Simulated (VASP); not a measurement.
## Al: single point with PBE+D3(BJ)

Al:

```
Al
1.0
     2.90980    0.00000    0.00000
    -1.45490    2.51996    0.00000
     0.00000    0.00000    8.81816
Al
4
Direct
  0.00000 0.00000 0.00000
  0.33333 0.66667 0.25000
  0.00000 0.00000 0.50000
  0.66667 0.33333 0.75000
```

This isn't the form of Al at room conditions, which is fcc.

| Quantity | Value |
| --- | --- |
| Program | VASP 6.6.1 |
| Task | single point |
| Functional | PBE |
| Dispersion | D3(BJ) |
| Potentials or basis | VASP PAW PBE potentials, release 64 (Al) |
| Cutoff | 520 eV |
| k mesh | 18 × 18 × 6 |
| Occupations | gaussian, width 0.15 eV |
| Spin | no spin polarisation |

```yaml
Pressure: -1.0 GPa
Band_gap_on_the_k_mesh: zero (bands 6 and 7 overlap by 6.80 eV)
Dispersion_energy_per_atom: -0.344 eV
```

Stress tensor (GPa, compression positive):
```
-2.85  0.00  0.00
 0.00 -2.85  0.00
 0.00  0.00  2.75
```

Levels at points of the mesh, in eV from the Fermi level:
```
           k point  band 3  band 4  band 5  band 6  band 7  band 8  band 9  band 10
(0.00, 0.00, 0.00)   -9.40   -4.24   -3.47    4.92    4.96    9.63    9.63     9.92
(0.50, 0.00, 0.00)   -4.11   -3.98   -3.55   -3.38    0.93    1.41    2.03     2.23
(0.00, 0.00, 0.50)   -7.08   -7.08    0.19    0.19    9.98    9.98    9.98     9.98
(0.50, 0.00, 0.50)   -5.05   -5.05   -1.83   -1.83   -1.12   -1.12    5.11     5.11
```

Run time: 2.9 min on 1 thread of Intel Xeon 8259CL, with other jobs on the host, peak memory 0.26 GiB.

Caveat: the stress differs along the axes, from -3 to 3 GPa.
